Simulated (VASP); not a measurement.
Input of a VASP 6.6.1 run:

Contents of INCAR:

```
SYSTEM = BN
PREC = Accurate
ENCUT = 600
EDIFF = 1E-6
ISMEAR = 0
SIGMA = 0.05
LREAL = .FALSE.
LASPH = .TRUE.
NELM = 120
ALGO = Normal
ISIF = 2
LWAVE = .FALSE.
LCHARG = .TRUE.
LELF = .TRUE.
LVHAR = .TRUE.
NBANDS = 11
GGA_COMPAT = .FALSE.
```

KPOINTS

```
Automatic mesh
0
G
  12 12 12
  0 0 0
```

File POSCAR:

```
BN
1.0
    0.0000000000      1.7408777005      1.7408777005
    1.7408777005      0.0000000000      1.7408777005
    1.7408777005      1.7408777005      0.0000000000
B N
1 1
Direct
    0.0000000000      0.0000000000      0.0000000000
    0.7500000000      0.7500000000      0.7500000000
```

Potentials or basis: VASP PAW LDA potentials, release 64 (B, N).

The run is started by

```sh
$ cat potpaw_LDA.64/B/POTCAR potpaw_LDA.64/N/POTCAR > POTCAR
$ mpirun -np 1 vasp_std > vasp.out
```

Problem. Estimate the pressure.

Solution. 40.4 GPa.

Problem. What does it give for the band gap on the k mesh?

Solution. 4.47 eV (least direct gap 9.22 eV).

Caveat: the cell stands under pressure. A k mesh can miss the band edges.
